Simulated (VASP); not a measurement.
Crystal: SnTe.

```xyz
2
Lattice="0.0000 3.1509 3.1509 3.1509 0.0000 3.1509 3.1509 3.1509 0.0000" Properties=species:S:1:pos:R:3 pbc="T T T"
Te    3.1509    3.1509    3.1509
Sn    0.0000    0.0000    0.0000
```

```yaml
Program: VASP 6.6.1
Task: relaxation of cell and atoms
Functional: BLYP
Dispersion: D3(BJ)
Potentials_or_basis: VASP PAW PBE potentials, release 64 (Te, Sn_d)
Cutoff: 600 eV
k_mesh: 7 × 7 × 7
Occupations: fermi-dirac, width 0.05 eV
Spin: no spin polarisation
```

At the start: pressure 1.1 GPa; volume 31.28 Å³/atom.

Question: Where does the relaxation end?

Answer: Over 3 steps the energy falls by 2.6 meV/atom and the volume is 32.07 Å³/atom (+2.5 %); space group Fm-3m (No. 225, to 0.05 Å).

The path:
| step | energy change (eV) | largest force (eV/Å) | pressure (GPa) | volume (Å³) |
| --- | --- | --- | --- | --- |
| 1 | 0.0000 | 0.0000 | 1.09 | 62.56 |
| 2 | -0.0050 | 0.0000 | -0.24 | 64.51 |
| 3 | -0.0053 | 0.0000 | -0.01 | 64.14 |

Final structure:
```xyz
2
Lattice="0.0000 3.1771 3.1771 3.1771 0.0000 3.1771 3.1771 3.1771 0.0000" Properties=species:S:1:pos:R:3 pbc="T T T"
Te    3.1771    3.1771    3.1771
Sn    0.0000    0.0000    0.0000
```

Caveat: the PAW data sets were made with another functional, which shifts forces and pressure a little.
